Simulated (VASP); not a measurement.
Wanted: the native input for a VASP 6.6.1 run.

| Quantity | Value |
| --- | --- |
| Task | single point |
| Functional | PBE |
| Potentials or basis | VASP PAW PBE potentials, release 64 (P, Ga_d, Sb) |
| Cutoff | 520 eV |
| k mesh | 6 × 6 × 2 |
| Occupations | fermi-dirac, width 0.02 eV |
| Spin | no spin polarisation |
| Dipole correction | no |
| Further INCAR settings | ALGO = Normal; EDIFF = 1e-07; NBANDS = 46 |

The structure of Ga2SbP lies in POSCAR:

```
Ga2SbP
1.0
    4.1457590578      0.0000000000      0.0000000000
    0.0000000000      4.1457590578      0.0000000000
    0.0000000000      0.0000000000     11.6889684849
P Ga Sb
2 4 2
Direct
    0.5000000000      0.0000000000      0.1112837638
    0.0000000000      0.5000000000      0.8887162362
    0.5000000000      0.5000000000      0.0000000000
    0.0000000000      0.0000000000      0.7769822750
    0.5000000000      0.5000000000      0.5000000000
    0.0000000000      0.0000000000      0.2230177250
    0.5000000000      0.0000000000      0.6380749760
    0.0000000000      0.5000000000      0.3619250240
```

These files were run (other wordings do the same):

INCAR

```
PREC = Accurate
ENCUT = 520
EDIFF = 1E-7
ISMEAR = -1
SIGMA = 0.02
LREAL = False
LASPH = True
NELM = 60
ALGO = Normal
ISIF = 2
LWAVE = False
LCHARG = True
GGA = PE
LELF = True
LVHAR = True
NBANDS = 46
```

KPOINTS

```
Automatic mesh
0
Gamma
  6 6 2
```

Potentials or basis: VASP PAW PBE potentials, release 64 (P, Ga_d, Sb).

Launch:

```console
$ cat potpaw_PBE.64/P/POTCAR potpaw_PBE.64/Ga_d/POTCAR potpaw_PBE.64/Sb/POTCAR > POTCAR
$ mpirun -np 1 vasp_std > vasp.out
```

Results of the run:

- Pressure: 0.1 GPa
- Largest force: 0.006 eV/Å
- Band gap on the k mesh: 0.12 eV

Caveat: semilocal functionals underestimate gaps, and a narrow one can read as zero; spin-orbit coupling is left out, which moves the levels of the heavy elements.

It took 110 s on 1 thread of AMD EPYC 9R45 96-Core Processor (Zen 5), on a shared host, peak memory 0.35 GiB.
